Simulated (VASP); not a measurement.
# Sb (I4/mmm) in VASP: a series of runs

Sb is run at these levels: PBE; tasks: single point, relaxation of cell and atoms.

Program: VASP 6.6.1. These are calculated values, not measurements. Logs are shortened: lines on timing, memory, paths and dates and some standing lists are left out, and cuts for length are marked.

### 1 The cell of the first run

It takes space group I4/mmm (No. 139, tetragonal). Conventional cell: a = 3.299 Å, b = 3.299 Å, c = 5.084 Å, α = 90.00°, β = 90.00°, γ = 90.00°. Sb (site symmetry 4/mmm) has 12 Sb at 3.30 to 3.45 Å within 4.3 Å.

### 2 Single point, PBE

File INCAR:

```
SYSTEM = Sb
PREC     = Accurate       ! precision mode
ENCUT    = 520            ! plane-wave cutoff, eV
EDIFF    = 1E-7           ! SCF threshold, eV
ISMEAR   = 0              ! smearing method
SIGMA    = 0.1            ! smearing width, eV
LREAL    = .False.        ! projectors in reciprocal space
LASPH    = .True.         ! aspherical terms in the spheres
NELM     = 100            ! most SCF steps
ALGO     = Normal         ! electronic algorithm
ISIF     = 2              ! what is computed and relaxed
LWAVE    = .False.        ! write WAVECAR
LCHARG   = .True.         ! write CHGCAR
GGA      = PE             ! functional
LELF     = .True.         ! ELF
LVHAR    = .True.       
NBANDS   = 8              ! bands
```

File KPOINTS:

```
regular mesh
0
Gamma
  8 8 8
  0 0 0
```

File POSCAR:

```
Sb
1.0
   -1.6492775634      1.6492775634      2.5418994572
    1.6492775634     -1.6492775634      2.5418994572
    1.6492775634      1.6492775634     -2.5418994572
Sb
1
Direct
    0.0000000000      0.0000000000      0.0000000000
```

Potentials or basis: VASP PAW PBE potentials, release 64 (Sb).

On the command line:

```bash
cat potpaw_PBE.64/Sb/POTCAR > POTCAR
mpirun -np 1 vasp_std > vasp.out
```

OUTCAR:

```text
SYSTEM = Sb
   PREC = Accurate
   ENCUT = 520
   EDIFF = 1E-7
   ISMEAR = 0
   LREAL = .False.
   LASPH = .True.
   NELM = 100
   ISIF = 2
   GGA = PE

 ion  position               nearest neighbor table
   1  0.000  0.000  0.000-

  LATTYP: Found a body centered tetragonal cell.
 ALAT       =     3.2985551268
 C/A-ratio  =     1.5412199339

  Lattice vectors:

 A1 = (  -1.6492775634,   1.6492775634,   2.5418994572)
 A2 = (   1.6492775634,  -1.6492775634,   2.5418994572)
 A3 = (   1.6492775634,   1.6492775634,  -2.5418994572)

Analysis of symmetry for initial positions (statically):
=====================================================================
 Subroutine PRICEL returns:
 Original cell was already a primitive cell.

 Routine SETGRP: Setting up the symmetry group for a
 body centered tetragonal supercell.

 Subroutine GETGRP returns: Found 16 space group operations
 (whereof 16 operations were pure point group operations)
 out of a pool of 16 trial point group operations.

The static configuration has the point symmetry D_4h.

Analysis of symmetry for dynamics (positions and initial velocities):
=====================================================================
 Subroutine PRICEL returns:
 Original cell was already a primitive cell.

 Routine SETGRP: Setting up the symmetry group for a
 body centered tetragonal supercell.

 Subroutine GETGRP returns: Found 16 space group operations
 (whereof 16 operations were pure point group operations)
 out of a pool of 16 trial point group operations.

The dynamic configuration has the point symmetry D_4h.

 Subroutine INISYM returns: Found 16 space group operations
 (whereof 16 operations are pure point group operations),
 and found     1 'primitive' translations

----------------------------------------------------------------------------------------

                                     Primitive cell

  volume of cell :      27.6571

  direct lattice vectors                    reciprocal lattice vectors
    -1.649277563  1.649277563  2.541899457     0.000000000  0.303163040  0.196703295
     1.649277563 -1.649277563  2.541899457     0.303163040  0.000000000  0.196703295
     1.649277563  1.649277563 -2.541899457     0.303163040  0.303163040  0.000000000

  length of vectors
     3.449853013  3.449853013  3.449853013     0.361386241  0.361386241  0.428737283

  position of ions in fractional coordinates (direct lattice)
     0.000000000  0.000000000  0.000000000

  ion indices of the primitive-cell ions
   primitive index   ion index
                 1           1

----------------------------------------------------------------------------------------

 KPOINTS: regular mesh

Automatic generation of k-mesh.
 Grid dimensions read from file:
 generate k-points for:    8    8    8

 Generating k-lattice:

  Cartesian coordinates                     Fractional coordinates (reciprocal lattice)
     0.000000000  0.037895380  0.024587912     0.125000000  0.000000000  0.000000000
     0.037895380  0.000000000  0.024587912     0.000000000  0.125000000  0.000000000
     0.037895380  0.037895380  0.000000000     0.000000000  0.000000000  0.125000000

  Length of vectors
     0.045173280  0.045173280  0.053592160

  Shift w.r.t. Gamma in fractional coordinates (k-lattice)
     0.000000000  0.000000000  0.000000000

 Subroutine IBZKPT returns following result:
 ===========================================

 Found     59 irreducible k-points:

 Following reciprocal coordinates:
            Coordinates               Weight
  0.000000  0.000000  0.000000      1.000000
  0.125000  0.000000  0.000000      8.000000
  0.250000  0.000000  0.000000      8.000000
  0.375000  0.000000 -0.000000      8.000000
  0.500000  0.000000  0.000000      4.000000
  0.125000  0.125000  0.000000      8.000000
[... 16 lines left out ...]
  0.250000  0.125000  0.125000     16.000000
  0.375000  0.125000  0.125000      8.000000
 [... further k-points ...]
   k-points           NKPTS =     59   k-points in BZ     NKDIM =     59   number of bands    NBANDS=      8
   number of dos      NEDOS =    301   number of ions     NIONS =      1
   total plane-waves  NPLWV =  21952
   dimension x,y,z NGX =    28 NGY =   28 NGZ =   28
   dimension x,y,z NGXF=    56 NGYF=   56 NGZF=   56
   ions per type =               1
   NGX,Y,Z   is equivalent  to a cutoff of  13.49, 13.49, 13.49 a.u.
   NGXF,Y,Z  is equivalent  to a cutoff of  26.99, 26.99, 26.99 a.u.
 SYSTEM =  Sb
   PREC   = accura    normal or accurate (medium, high low for compatibility)
   ISTART =      0    job   : 0-new  1-cont  2-samecut
   ICHARG =      2    charge: 1-file 2-atom 10-const
   ISPIN  =      1    spin polarized calculation?
   LNONCOLLINEAR =      F non collinear calculations
   LSORBIT =      F    spin-orbit coupling
   LASPH  =      T    aspherical Exc in radial PAW
   ENCUT  =  520.0 eV  38.22 Ry    6.18 a.u.   6.41  6.41  6.41*2*pi/ulx,y,z
   NELM   =    100;   NELMIN=  2; NELMDL= -5     # of ELM steps
   EDIFF  = 0.1E-06   stopping-criterion for ELM
   LREAL  =      F    real-space projection
   EDIFFG = 0.1E-05   stopping-criterion for IOM
   NSW    =      0    number of steps for IOM
   IBRION =     -1    ionic relax: 0-MD 1-quasi-New 2-CG
   NFREE  =      0    steps in history (QN), initial steepest desc. (CG)
   ISIF   =      2    stress and relaxation
   ISYM   =      2    0-nonsym 1-usesym 2-fastsym
   POTIM  = 0.5000    time-step for ionic-motion
   TEBEG  =    0.0;   TEEND  =   0.0 temperature during run
   PSTRESS=    0.0 pullay stress
   NELECT =       5.0000    total number of electrons
   NUPDOWN=      -1.0000    fix difference up-down
   EMIN   =  10.00;   EMAX   =-10.00  energy-range for DOS
   EFERMI =   0.00;   METHOD = LEGACY
   ISMEAR =     0;   SIGMA  =   0.10  broadening in eV -4-tet -1-fermi 0-gaus
   EFERMI_NEDOS =   21; number of points for ismear=-14 and -15
   IALGO  =     38    algorithm
   IMIX   =      4    mixing-type and parameters
     AMIX     =   0.40;   BMIX     =  1.00
     AMIX_MAG =   1.60;   BMIX_MAG =  1.00
  volume/ion in A,a.u.               =      27.66       186.64
  Fermi-wavevector in a.u.,A,eV,Ry     =   0.925684  1.749290 11.658715  0.856891
  Thomas-Fermi vector in A             =   2.051565
   LORBIT       =      0    0 simple, 1 ext, 2 COOP (PROOUT), +10 PAW based schemes
   GGA     = PE    functional components
   LHFCALC =     F    Hartree Fock is set to
   AEXX    =    0.0000 exact exchange contribution
   IVDW    =     0    specifies the selected vdW correction
   LEPSILON=     F    determine dielectric tensor
   LRPA    =     F    only Hartree local field effects (RPA)
 non-spin polarized calculation
 Gauss-broadening in eV      SIGMA  =   0.10
  energy-cutoff  :      520.00
  volume of cell :       27.66
 maximum number of plane-waves:       753
 NGX is ok and might be reduce to    28
   NGX = 13   NGY = 13   NGZ = 13

 number of electron       5.0000000 magnetization

 Free energy of the ion-electron system (eV)
  ---------------------------------------------------
  ext. energy  EPLUGINS =         0.00000000
  ---------------------------------------------------
  free energy    TOTEN  =        -3.82633370 eV

  energy without entropy =       -3.82329018  energy(sigma->0) =       -3.82481194

 E-fermi :   8.1695     XC(G=0): -10.1131

 val. band max:        8.1013860659   @ k =   0.2500   0.1250   0.1250
 cond. band min:       8.1866387976   @ k =   0.3750   0.1250   0.1250
 fundamental gap:      0.0852527316
 Fermi energy:         8.1694877706

 k-point     1 :       0.0000    0.0000    0.0000
  band No.  band energies     occupation
      1      -4.5394      2.00000
      2      13.2374      0.00000
      3      13.3257      0.00000
      4      13.3257      0.00000
      5      17.7266      0.00000
      6      18.3074      0.00000
      7      18.3074      0.00000
      8      18.5049      0.00000

 k-point     2 :       0.1250    0.0000    0.0000
  band No.  band energies     occupation
      1      -4.2379      2.00000
      2      10.9931      0.00000
      3      12.7616      0.00000
      4      13.1153      0.00000
      5      16.8804      0.00000
      6      18.2701      0.00000
      7      18.8446      0.00000
      8      19.6744      0.00000

 k-point     3 :       0.2500    0.0000    0.0000
  band No.  band energies     occupation
      1      -3.3487      2.00000
      2       7.3842      2.00000
      3      11.8668      0.00000
      4      12.7367      0.00000
      5      16.1597      0.00000
      6      17.5890      0.00000
      7      19.1990      0.00000
      8      20.1928      0.00000

 k-point     4 :       0.3750    0.0000   -0.0000
  band No.  band energies     occupation
      1      -1.9744      2.00000
      2       4.2112      2.00000
      3      11.1849      0.00000
      4      12.4711      0.00000
      5      15.6857      0.00000
      6      17.2137      0.00000
      7      18.2844      0.00000
      8      18.7748      0.00000

 k-point     5 :       0.5000    0.0000    0.0000
  band No.  band energies     occupation
      1      -0.9209      2.00000
      2       2.5414      2.00000
      3      10.9385      0.00000
      4      12.3844      0.00000
      5      15.4992      0.00000
      6      17.3493      0.00000
      7      17.8981      0.00000
      8      18.0238      0.00000

 k-point     6 :       0.1250    0.1250    0.0000
  band No.  band energies     occupation
      1      -3.7620      2.00000
      2       9.7289      0.00000
      3      10.6530      0.00000
      4      12.8763      0.00000
      5      17.3257      0.00000
      6      17.6494      0.00000
      7      18.6479      0.00000
      8      19.7304      0.00000

 k-point     7 :       0.2500    0.1250    0.0000
  band No.  band energies     occupation
      1      -2.7167      2.00000
      2       6.5896      2.00000
      3       9.8290      0.00000
      4      12.0068      0.00000
      5      16.4922      0.00000
      6      17.4586      0.00000
      7      18.5151      0.00000
      8      20.1275      0.00000
[... 133 lines left out ...]
 k-point    20 :      -0.3750    0.3750    0.0000
  band No.  band energies     occupation
      1      -0.8415      2.00000
      2       5.9366      2.00000
      3       8.3891      0.00190
      4       9.0225      0.00000
      5      12.7044      0.00000
      6      12.9746      0.00000
      7      23.2743      0.00000
      8      23.6903      0.00000

 k-point    21 :       0.5000    0.5000    0.0000
  band No.  band energies     occupation
      1       0.9802      2.00000
      2       3.6249      2.00000
      3       7.9128      1.99972
      4       8.5863      0.00000
      5      11.9824      0.00000
      6      12.6164      0.00000
      7      25.2346      0.00000
      8      25.2645      0.00000

 k-point    22 :       0.1250    0.1250    0.1250
  band No.  band energies     occupation
      1      -2.5188      2.00000
      2       7.6165      2.00000
      3       8.5856      0.00000
      4      11.3579      0.00000
      5      15.8082      0.00000
      6      16.0239      0.00000
      7      17.8476      0.00000
      8      22.0252      0.00000

 k-point    23 :       0.2500    0.1250    0.1250
  band No.  band energies     occupation
      1      -1.1758      2.00000
      2       4.9618      2.00000
      3       8.1014      1.66450
      4      10.3051      0.00000
      5      15.1525      0.00000
      6      16.4594      0.00000
      7      18.4817      0.00000
      8      22.3807      0.00000

 k-point    24 :       0.3750    0.1250    0.1250
  band No.  band energies     occupation
      1      -0.1713      2.00000
      2       3.3922      2.00000
      3       8.1866      0.80835
      4       9.7151      0.00000
      5      14.8898      0.00000
      6      16.2415      0.00000
      7      21.0042      0.00000
      8      21.4178      0.00000

 [... further k-points ...]
[... 5 lines left out ...]
  --------------------------------------------------------------------------------------
  -------------------------------------------------------------------------------------
  Total       -0.0696679     -0.0696679     -0.0100094      0.0000000      0.0000000      0.0000000
  in kB       -4.0358732     -4.0358732     -0.5798439      0.0000000      0.0000000      0.0000000
  external PRESSURE =      -2.8838634 kB  Pullay stress =       0.0000000 kB

 VOLUME and BASIS-vectors are now :
 -----------------------------------------------------------------------------
  energy-cutoff  :      520.00
  volume of cell :       27.66
      direct lattice vectors                 reciprocal lattice vectors
    -1.649277563  1.649277563  2.541899457     0.000000000  0.303163040  0.196703295
     1.649277563 -1.649277563  2.541899457     0.303163040  0.000000000  0.196703295
     1.649277563  1.649277563 -2.541899457     0.303163040  0.303163040  0.000000000

 POSITION                                       TOTAL-FORCE (eV/Angst)
 -----------------------------------------------------------------------------------
      0.00000      0.00000      0.00000        -0.000000      0.000000      0.000000
 -----------------------------------------------------------------------------------
    total drift:                                0.000000      0.000000     -0.000000

  FREE ENERGIE OF THE ION-ELECTRON SYSTEM (eV)
  ---------------------------------------------------
  free  energy   TOTEN  =        -3.8263337013 eV

  energy  without entropy=       -3.8232901772  energy(sigma->0) =       -3.82481194
```

Run time: 19 s. Hardware: 1 thread of AMD EPYC 7R43 (Zen 3), shared host; peak memory 0.13 GiB.

What came out:

* Free energy: -3.8263 eV
* Pressure: -0.3 GPa

Stress tensor (GPa, compression positive):
```
-0.40  0.00  0.00
 0.00 -0.40  0.00
 0.00  0.00 -0.06
```

Caveat: spin-orbit coupling is left out, which moves the levels of the heavy elements.

### 3 Single point, PBE

This run uses another cell than the first one, of 31.12 Å³/atom, 1.125 times its volume.

File INCAR:

```
SYSTEM = Sb
ALGO = Normal
EDIFF = 1E-6
ENCUT = 520
GGA = PE
ISIF = 2
ISMEAR = 0
LASPH = .True.
LCHARG = .True.
LELF = .True.
LREAL = .False.
LVHAR = .True.
LWAVE = .False.
NBANDS = 8
NELM = 80
PREC = Accurate
SIGMA = 0.1
```

File KPOINTS:

```
k-points
0
Gamma
  8 8 8
  0 0 0
```

File POSCAR:

```
Sb
1.0
   -1.7227677635      1.7227677635      2.6209398324
    1.7227677635     -1.7227677635      2.6209398324
    1.7227677635      1.7227677635     -2.6209398324
Sb
1
Direct
    0.0000000000      0.0000000000      0.0000000000
```

Potentials or basis: VASP PAW PBE potentials, release 64 (Sb).

On the command line:

```bash
cat potpaw_PBE.64/Sb/POTCAR > POTCAR
mpirun -np 1 vasp_std > vasp.out
```

It took 16 s on 1 thread of AMD EPYC 7R43 (Zen 3), shared host; peak memory 0.12 GiB.

Results (log left out):

- Free energy: -3.7549 eV
- Pressure: -5.7 GPa

Stress tensor (GPa, compression positive):
```
-5.84  0.00  0.00
 0.00 -5.84  0.00
 0.00  0.00 -5.40
```

Levels at points of the mesh, in eV from the Fermi level:
```csv
k point,band 1,band 2,band 3,band 4,band 5,band 6
"(0.00, 0.00, 0.00)",-11.81,4.33,4.42,4.42,9.30,9.78
"(0.50, 0.00, 0.00)",-8.81,-4.86,2.52,3.55,7.06,8.72
"(0.50, 0.50, 0.00)",-7.33,-3.95,-0.09,0.44,3.92,4.61
"(0.50, 0.50, 0.50)",-8.07,-4.40,0.95,0.95,4.70,5.15
```

Caveat: spin-orbit coupling is left out, which moves the levels of the heavy elements.

### 4 Relaxation of cell and atoms, PBE

This run uses another cell than the first one, of 31.12 Å³/atom, 1.125 times its volume.

File INCAR:

```
SYSTEM = Sb
PREC     = Accurate       ! precision mode
ENCUT    = 600            ! plane-wave cutoff, eV
EDIFF    = 1E-6           ! SCF threshold, eV
ISMEAR   = 0              ! smearing method
SIGMA    = 0.1            ! smearing width, eV
LREAL    = .False.        ! projectors in reciprocal space
LASPH    = .True.         ! aspherical terms in the spheres
NELM     = 60             ! most SCF steps
ALGO     = Normal         ! electronic algorithm
ISIF     = 3              ! what is computed and relaxed
LWAVE    = .False.        ! write WAVECAR
LCHARG   = .False.        ! write CHGCAR
GGA      = PE             ! functional
IBRION   = 2              ! ionic algorithm
NSW      = 90             ! ionic steps
EDIFFG   = -0.04          ! ionic threshold
```

File KPOINTS:

```
Automatic mesh
0
Gamma
  8 8 8
  0 0 0
```

POSCAR is that of step 3.

On the command line:

```bash
cat potpaw_PBE.64/Sb/POTCAR > POTCAR
mpirun -np 1 vasp_std > vasp.out
```

It took 2.7 min on 1 thread of AMD EPYC 7R43 (Zen 3), shared host; peak memory 0.14 GiB.

The run converged. Its results:

```yaml
Free_energy: -3.8433 eV
Relaxed_volume: 28.16 Å³/atom
Relaxed_cell: a = 3.645 Å, b = 3.645 Å, c = 3.645 Å, α = 129.43°, β = 129.43°, γ = 74.31°
Space_group_after_relaxing_to_0.05_Å: I4/mmm (No. 139)
Energy_gained_by_relaxing: 88.4 meV/atom
Ionic_steps: 22
Pressure_after_relaxing: 0.1 GPa
```

Stress tensor (GPa, compression positive):
```
0.00 0.00 0.00
0.00 0.00 0.00
0.00 0.00 0.17
```

The path:
```tsv
step	energy change (eV)	largest force (eV/Å)	pressure (GPa)	volume (Å³)
1	0.0000	0.0000	-5.70	31.12
2	-0.0613	0.0000	2.88	26.39
3	-0.0713	0.0000	0.04	27.54
4	-0.0713	0.0000	-0.12	27.60
5	-0.0714	0.0000	-0.13	27.60
6	-0.0717	0.0000	-0.18	27.60
7	-0.0731	0.0000	-0.27	27.59
8	-0.0780	0.0000	-0.08	27.56
9	-0.0817	0.0000	0.61	27.43
10	-0.0510	0.0000	4.00	26.94
11	-0.0826	0.0000	0.91	27.39
12	-0.0826	0.0000	1.12	27.36
13	-0.0826	0.0000	1.11	27.36
14	-0.0828	0.0000	1.08	27.39
15	-0.0831	0.0000	1.03	27.44
16	-0.0843	0.0000	0.99	27.54
17	-0.0870	0.0000	0.97	27.73
18	-0.0874	0.0000	0.81	27.80
19	-0.0881	0.0000	0.32	28.01
20	-0.0882	0.0000	0.16	28.08
21	-0.0882	0.0000	0.13	28.10
22	-0.0884	0.0000	0.05	28.16
```

Final structure:
```
Sb
1.0
    -1.55677    1.55677    2.90503
     1.55677   -1.55677    2.90503
     1.55677    1.55677   -2.90503
Sb
1
Direct
  0.00000 0.00000 0.00000
```

Levels at points of the mesh, in eV from the Fermi level:
| k point | band 1 | band 2 | band 3 | band 4 | band 5 |
| --- | --- | --- | --- | --- | --- |
| (0.00, 0.00, 0.00) | -12.78 | 3.37 | 5.17 | 5.17 | 8.62 |
| (0.50, 0.00, 0.00) | -9.13 | -5.67 | 0.89 | 5.15 | 5.76 |
| (0.50, 0.50, 0.00) | -6.45 | -4.12 | -1.58 | 0.72 | 3.19 |
| (0.50, 0.50, 0.50) | -9.98 | -5.66 | 2.66 | 2.66 | 6.28 |

Caveat: spin-orbit coupling is left out, which moves the levels of the heavy elements.

### 5 Summary

| task | cell | cutoff (eV) | gap on the mesh (eV) | pressure (GPa) |
| --- | --- | --- | --- | --- |
| single point | a = 3.450 Å, angles 122.9, 122.9, 85.1°, 1 atom | 520 | none | -0.3 |
| single point | a = 3.578 Å, angles 122.4, 122.4, 85.8°, 1 atom | 520 | none | -5.7 |
| relaxation of cell and atoms | relaxed from a = 3.578 Å, angles 122.4, 122.4, 85.8°, 1 atom | 600 | none | 0.1 |

Alike in all rows: level PBE; potentials or basis VASP PAW PBE potentials, release 64 (Sb); no spin polarisation; k mesh 8 × 8 × 8; smearing gaussian 0.1 eV.

Caveats: spin-orbit coupling is left out, which moves the levels of the heavy elements.

Total energies depend on the potentials used, so only differences within one code and one set of settings carry meaning.
